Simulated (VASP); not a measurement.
The system is MnSb.

```
CELL_PARAMETERS angstrom
4.15700 0.00000 0.00000
-2.07850 3.60007 0.00000
0.00000 0.00000 11.53000
ATOMIC_POSITIONS crystal
Sb 0.33333 0.66667 0.12500
Sb 0.33333 0.66667 0.62500
Sb 0.66667 0.33333 0.37500
Sb 0.66667 0.33333 0.87500
Mn 0.00000 0.00000 0.00000
Mn 0.00000 0.00000 0.50000
Mn 0.00000 0.00000 0.25000
Mn 0.00000 0.00000 0.75000
```

Base run:

| Item | Value |
| --- | --- |
| Program | VASP 6.6.1 |
| Functional | LDA |
| Potentials or basis | VASP PAW LDA potentials, release 64 (Sb, Mn_pv) |
| Cutoff | 520 eV |
| k mesh | 7 × 7 × 2 |
| Occupations | fermi-dirac, width 0.1 eV |
| Spin | collinear spin, antiferromagnetic start |
| Starting moments | [0.0, 0.0, 0.0, 0.0, 4.5, 4.5, -4.5, -4.5] μB |

Its results: pressure -11.9 GPa; net moment 0.00 μB per cell; site moments Sb +0.00; Mn +3.07, -3.07 μB.

Task: The run is repeated on the same cell with these changes: spin from collinear spin, antiferromagnetic start to collinear spin, ferromagnetic start; moments at the start from [0.0, 0.0, 0.0, 0.0, 4.5, 4.5, -4.5, -4. to [0.0, 0.0, 0.0, 0.0, 4.5, 4.5, 4.5, 4.5]. What comes out?

Result: Pressure -11.3 GPa; net moment 12.69 μB per cell; site moments Sb -0.10; Mn +3.17 μB.
